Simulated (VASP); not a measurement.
# Si2Mo in VASP: notebook, part 3 of 3

VASP 6.6.1. Earlier steps stand in the parts before.

**5. Single point, PBE**

This run uses another cell than the first one, of 13.22 Å³/atom, 0.948 times its volume.

INCAR

```
SYSTEM = Si2Mo
PREC = Accurate
ENCUT = 520
EDIFF = 1E-7
ISMEAR = 0
SIGMA = 0.15
LREAL = .FALSE.
LASPH = .TRUE.
NELM = 80
ALGO = Normal
ISIF = 2
LWAVE = .FALSE.
LCHARG = .FALSE.
GGA = PE
NBANDS = 18
```

KPOINTS

```
Automatic mesh
0
G
  18 18 18
  0 0 0
```

POSCAR

```
Si2Mo
1.0
   -1.5870930084      1.5870930084      3.9366136217
    1.5870930084     -1.5870930084      3.9366136217
    1.5870930084      1.5870930084     -3.9366136217
Si Mo
2 1
Direct
    0.3350971189      0.3350971189      0.0000000000
    0.6649028811      0.6649028811      0.0000000000
    0.0000000000      0.0000000000      0.0000000000
```

Potentials or basis: VASP PAW PBE potentials, release 64 (Si, Mo_sv).

The run is started by

```bash
cat potpaw_PBE.64/Si/POTCAR potpaw_PBE.64/Mo_sv/POTCAR > POTCAR
mpirun -np 1 vasp_std > vasp.out
```

OUTCAR:

```text
SYSTEM = Si2Mo
   PREC = Accurate
   ENCUT = 520
   EDIFF = 1E-7
   ISMEAR = 0
   LREAL = .FALSE.
   LASPH = .TRUE.
   NELM = 80
   ISIF = 2
   GGA = PE

 ion  position               nearest neighbor table
   1  0.335  0.335  0.000-   3 2.59   3 2.59   3 2.59   3 2.59   2 2.60   2 2.61   2 2.61   2 2.61
                             2 2.61   3 2.64
   2  0.665  0.665  0.000-   3 2.59   3 2.59   3 2.59   3 2.59   1 2.60   1 2.61   1 2.61   1 2.61
                             1 2.61   3 2.64
   3  0.000  0.000  0.000-   2 2.59   2 2.59   1 2.59   1 2.59   2 2.59   2 2.59   1 2.59   1 2.59
                             1 2.64   2 2.64

  LATTYP: Found a body centered tetragonal cell.
[... 703 lines left out ...]
  --------------------------------------------------------------------------------------
  -------------------------------------------------------------------------------------
  Total        1.8206527      1.8206527      0.6854877      0.0000000     -0.0000000      0.0000000
  in kB       73.5444924     73.5444924     27.6899834      0.0000000     -0.0000000      0.0000000
  external PRESSURE =      58.2596561 kB  Pullay stress =       0.0000000 kB

 VOLUME and BASIS-vectors are now :
 -----------------------------------------------------------------------------
  energy-cutoff  :      520.00
  volume of cell :       39.66
      direct lattice vectors                 reciprocal lattice vectors
    -1.587093008  1.587093008  3.936613622     0.000000000  0.315041398  0.127012719
     1.587093008 -1.587093008  3.936613622     0.315041398  0.000000000  0.127012719
     1.587093008  1.587093008 -3.936613622     0.315041398  0.315041398  0.000000000

 POSITION                                       TOTAL-FORCE (eV/Angst)
 -----------------------------------------------------------------------------------
      0.00000      0.00000      2.63830         0.000000      0.000000     -0.058347
      0.00000      0.00000      5.23493        -0.000000     -0.000000      0.058347
      0.00000      0.00000      0.00000         0.000000      0.000000     -0.000000
 -----------------------------------------------------------------------------------
    total drift:                                0.000000      0.000000     -0.000000

  FREE ENERGIE OF THE ION-ELECTRON SYSTEM (eV)
  ---------------------------------------------------
  free  energy   TOTEN  =       -23.2381476475 eV

  energy  without entropy=      -23.2354030246  energy(sigma->0) =      -23.23677534
```

OSZICAR:

```text
N       E                     dE             d eps       ncg     rms          rms(c)
DAV:   1     0.121152270840E+03    0.12115E+03   -0.11325E+04 17320   0.116E+03
DAV:   2    -0.210229121498E+02   -0.14218E+03   -0.13925E+03 20606   0.299E+02
DAV:   3    -0.241059218936E+02   -0.30830E+01   -0.30551E+01 21458   0.392E+01
DAV:   4    -0.241228333963E+02   -0.16912E-01   -0.16895E-01 20270   0.318E+00
DAV:   5    -0.241229474367E+02   -0.11404E-03   -0.11403E-03 20356   0.275E-01    0.222E+01
DAV:   6    -0.233929805281E+02    0.72997E+00   -0.55129E+00 18256   0.154E+01    0.496E+00
DAV:   7    -0.232734122275E+02    0.11957E+00   -0.85380E-01 18080   0.551E+00    0.465E+00
DAV:   8    -0.232389536450E+02    0.34459E-01   -0.10033E-01 18698   0.236E+00    0.467E-01
DAV:   9    -0.232382133192E+02    0.74033E-03   -0.19726E-03 20618   0.360E-01    0.245E-01
DAV:  10    -0.232381604909E+02    0.52828E-04   -0.52388E-04 19252   0.189E-01    0.549E-02
DAV:  11    -0.232381505287E+02    0.99622E-05   -0.15562E-04 18904   0.920E-02    0.377E-02
DAV:  12    -0.232381486436E+02    0.18852E-05   -0.24243E-05 18426   0.346E-02    0.101E-02
DAV:  13    -0.232381478235E+02    0.82005E-06   -0.18397E-06 18564   0.111E-02    0.258E-03
DAV:  14    -0.232381476789E+02    0.14461E-06   -0.34017E-08 10074   0.134E-03    0.566E-04
DAV:  15    -0.232381476475E+02    0.31428E-07   -0.44986E-09  9426   0.501E-04
   1 F= -.23238148E+02 E0= -.23236775E+02  d E =-.274462E-02
```

stdout:

```text
POSCAR found type information on POSCAR SiMo
 POSCAR found :  2 types and       3 ions
 scaLAPACK will be used
 LDA part: xc-table for (Slater+PW92), standard interpolation
 POSCAR, INCAR and KPOINTS ok, starting setup
 FFT: planning ... GRIDC
 FFT: planning ... GRID_SOFT
 FFT: planning ... GRID
 WAVECAR not read
 entering main loop
```

Wall time 12 min (1 thread of Intel Xeon 8259CL, shared host); peak memory 0.46 GiB.

Results:

```
Free energy            : -23.2381 eV
Pressure               : 5.8 GPa
Largest force          : 0.058 eV/Å
Band gap on the k mesh : zero (band 11 reaches 13.01 eV, above the bottom of band 12 at 12.09 eV)
```

Forces in eV/Å, atoms in the order of the input:
```
Si   0.000  0.000 -0.058
Si   0.000  0.000  0.058
Mo   0.000  0.000  0.000
```

Levels at points of the mesh, in eV from the Fermi level:
| k point | band 7 | band 8 | band 9 | band 10 | band 11 | band 12 | band 13 | band 14 | band 15 | band 16 |
| --- | --- | --- | --- | --- | --- | --- | --- | --- | --- | --- |
| (0.00, 0.00, 0.00) | -3.58 | -3.16 | -2.62 | -2.62 | 0.41 | 3.13 | 3.29 | 3.62 | 3.62 | 4.08 |
| (0.50, 0.00, 0.00) | -5.07 | -4.58 | -2.67 | -2.59 | -0.51 | 2.33 | 3.18 | 4.09 | 4.09 | 5.58 |
| (0.50, 0.50, 0.00) | -5.71 | -5.22 | -4.50 | -3.21 | -1.22 | 2.40 | 2.76 | 3.05 | 3.24 | 4.73 |
| (0.50, 0.50, 0.50) | -3.62 | -2.25 | -0.62 | -0.62 | -0.42 | -0.42 | 0.54 | 4.54 | 5.22 | 5.98 |

**6. Single point, PBE**

INCAR

```
SYSTEM = Si2Mo
ALGO     = Normal         ! electronic algorithm
EDIFF    = 1E-6           ! SCF threshold, eV
ENCUT    = 520            ! plane-wave cutoff, eV
GGA      = PE             ! functional
ISIF     = 2              ! what is computed and relaxed
ISMEAR   = 0              ! smearing method
LASPH    = .TRUE.         ! aspherical terms in the spheres
LCHARG   = .TRUE.         ! write CHGCAR
LELF     = .TRUE.         ! ELF
LREAL    = .FALSE.        ! projectors in reciprocal space
LVHAR    = .TRUE.       
LWAVE    = .FALSE.        ! write WAVECAR
NBANDS   = 18             ! bands
NELM     = 60             ! most SCF steps
PREC     = Accurate       ! precision mode
SIGMA    = 0.15           ! smearing width, eV
```

KPOINTS

```
k-points
0
G
  18 18 18
  0 0 0
```

POSCAR

```
Si2Mo
1.0
   -1.6298787326      1.6298787326      3.9366136217
    1.6298787326     -1.6298787326      3.9366136217
    1.6298787326      1.6298787326     -3.9366136217
Si Mo
2 1
Direct
    0.3350971189      0.3350971189      0.0000000000
    0.6649028811      0.6649028811      0.0000000000
    0.0000000000      0.0000000000      0.0000000000
```

Potentials or basis: VASP PAW PBE potentials, release 64 (Si, Mo_sv).

The run is started by

```bash
cat potpaw_PBE.64/Si/POTCAR potpaw_PBE.64/Mo_sv/POTCAR > POTCAR
mpirun -np 1 vasp_std > vasp.out
```

Run time: 11 min. Hardware: 1 thread of Intel Xeon 8259CL, shared host; peak memory 0.47 GiB.

The run converged. Its results:

```
Free energy            : -23.2423 eV
Pressure               : -4.8 GPa
Largest force          : 0.042 eV/Å
Band gap on the k mesh : zero (band 11 reaches 12.06 eV, above the bottom of band 12 at 11.14 eV)
```

Forces in eV/Å, atoms in the order of the input:
```
Si   0.000  0.000  0.042
Si   0.000  0.000 -0.042
Mo   0.000  0.000  0.000
```

Stress tensor (GPa, compression positive):
```
-6.13  0.00  0.00
 0.00 -6.13  0.00
 0.00  0.00 -2.07
```

Levels at points of the mesh, in eV from the Fermi level:
```csv
k point,band 9,band 10,band 11,band 12,band 13,band 14
"(0.00, 0.00, 0.00)",-2.53,-2.53,0.32,2.88,3.34,3.34
"(0.50, 0.00, 0.00)",-2.50,-2.38,-0.46,2.11,2.99,3.85
"(0.50, 0.50, 0.00)",-4.27,-2.78,-1.19,2.14,2.60,3.15
"(0.50, 0.50, 0.50)",-0.54,-0.54,-0.50,-0.50,0.45,4.78
```

**7. Summary**

```csv
cell,gap on the mesh (eV),pressure (GPa),largest force (eV/Å)
"a = 4.562 Å, angles 138.1, 138.1, 60.7°, 3 atoms",none,-4.8,0.04
"a = 4.502 Å, angles 139.9, 139.9, 58.0°, 3 atoms",none,19.9,0.20
"a = 4.516 Å, angles 139.4, 139.4, 58.7°, 3 atoms",none,12.4,0.12
"a = 4.532 Å, angles 139.0, 139.0, 59.4°, 3 atoms",none,5.8,0.06
```

Some of these runs hold the atoms at other places in the same cell, which the table doesn't show; runs alike in all that it shows share one row.

Alike in all rows: task single point; level PBE; potentials or basis VASP PAW PBE potentials, release 64 (Si, Mo_sv); no spin polarisation; k mesh 18 × 18 × 18; cutoff (eV) 520; smearing gaussian 0.15 eV.

Total energies depend on the potentials used, so only differences within one code and one set of settings carry meaning.
